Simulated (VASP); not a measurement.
Ni: single point with LDA

The system is Ni.

```xyz
2
Lattice="2.4480 0.0000 0.0000 -1.2240 2.1200 0.0000 0.0000 0.0000 4.0049" Properties=species:S:1:pos:R:3 pbc="T T T"
Ni    0.0000    1.4134    1.0012
Ni    1.2240    0.7067    3.0037
```

This isn't the form of Ni at room conditions, which is fcc.

```yaml
Program: VASP 6.6.1
Task: single point
Functional: LDA
Potentials_or_basis: VASP PAW LDA potentials, release 64 (Ni)
Cutoff: 520 eV
k_mesh: 16 × 16 × 9
Occupations: fermi-dirac, width 0.05 eV
Spin: collinear spin, antiferromagnetic start
Starting_moments: "[1.0, -1.0] μB"
```

* Pressure: -8.4 GPa
* Band gap on the k mesh: zero (filled and empty bands overlap)
* Net moment: 0.00 μB per cell
* Valence electrons inside the program's atomic spheres: Ni 9.41

Stress tensor (GPa, compression positive):
```
-9.00  0.00  0.00
 0.00 -9.00  0.00
 0.00  0.00 -7.14
```

Levels at points of the mesh, in eV from the Fermi level:
Spin up:
```tsv
k point	band 7	band 8	band 9	band 10	band 11	band 12	band 13	band 14
(0.00, 0.00, 0.00)	-1.63	-1.19	-1.19	-0.21	-0.14	-0.14	6.36	23.20
(0.50, 0.00, 0.00)	-1.60	-0.03	0.06	0.11	1.66	3.58	9.87	10.44
```
Spin down:
```tsv
k point	band 7	band 8	band 9	band 10	band 11	band 12	band 13	band 14
(0.00, 0.00, 0.00)	-1.63	-1.19	-1.19	-0.21	-0.14	-0.14	6.36	23.20
(0.50, 0.00, 0.00)	-1.60	-0.03	0.06	0.11	1.66	3.58	9.87	10.44
```

It took 4.1 min on 1 thread of Intel Xeon 8259CL, on a shared host, peak memory 0.2 GiB.

Caveat: the cell stands under tension.
